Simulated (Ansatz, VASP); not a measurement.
SiNi3 in VASP and in Ansatz

```
Si Ni
1.0
     3.46104    0.00000    0.00000
     0.00000    3.46104    0.00000
     0.00000    0.00000    3.46104
Si Ni
1 3
Direct
  0.00000 0.00000 0.00000
  0.00000 0.50000 0.50000
  0.50000 0.00000 0.50000
  0.50000 0.50000 0.00000
```

Alike in both runs: functional PBEsol; k mesh 12 × 12 × 12; occupations gaussian, width 0.1 eV; no spin polarisation.

Ansatz relaxed the structure, and its values are those at the end. VASP's run is a single point on that final structure, the one shown.

```csv
,VASP,Ansatz
version,VASP 6.6.1,Ansatz 0.2.0
potentials or method,"VASP PAW PBE potentials, release 64 (Si, Ni), cutoff 520 eV","scalar-relativistic, plane waves, PAW"
valence electrons in the cell,34,58
```

|  | VASP | Ansatz | Ansatz less VASP |
| --- | --- | --- | --- |
| gap on the k mesh at the Fermi level (eV) | none | none | - |
| pressure (GPa) | 0.1 | 0.0 | -0.10 |

VASP's potentials were made for PBE, not for PBEsol. A gap of «none» marks a metal or a gap that the smearing closes. VASP's potentials hold 34 valence electrons a cell and Ansatz's 58, so a difference there can come from the potentials and not from the codes.
